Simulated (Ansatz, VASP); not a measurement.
## Sc: VASP beside Ansatz

```
Sc
1.0
     3.32881    0.00000    0.00000
    -1.66441    2.88284    0.00000
     0.00000    0.00000    5.23509
Sc
2
Direct
  0.33333 0.66667 0.25000
  0.66667 0.33333 0.75000
```

Alike in both runs: functional r2SCAN; k mesh 12 × 12 × 8; occupations fermi-dirac, width 0.15 eV; no spin polarisation.

Ansatz relaxed the structure, and its values are those at the end. VASP's run is a single point on that final structure, the one shown.

|  | VASP | Ansatz |
| --- | --- | --- |
| version | VASP 6.6.1 | Ansatz 0.2.0 |
| potentials or method | VASP PAW PBE potentials, release 64 (Sc_sv), cutoff 520 eV | scalar-relativistic, plane waves, PAW |
| valence electrons in the cell | 22 | 22 |

Ansatz gave:

- gap on the k mesh at the Fermi level (eV): none
- pressure (GPa): 0.0

Problem. Estimate VASP's values.

Solution. gap on the k mesh at the Fermi level (eV): none; pressure (GPa): 0.1.

VASP's potentials were made for PBE, not for r2SCAN. A gap of «none» marks a metal or a gap that the smearing closes.
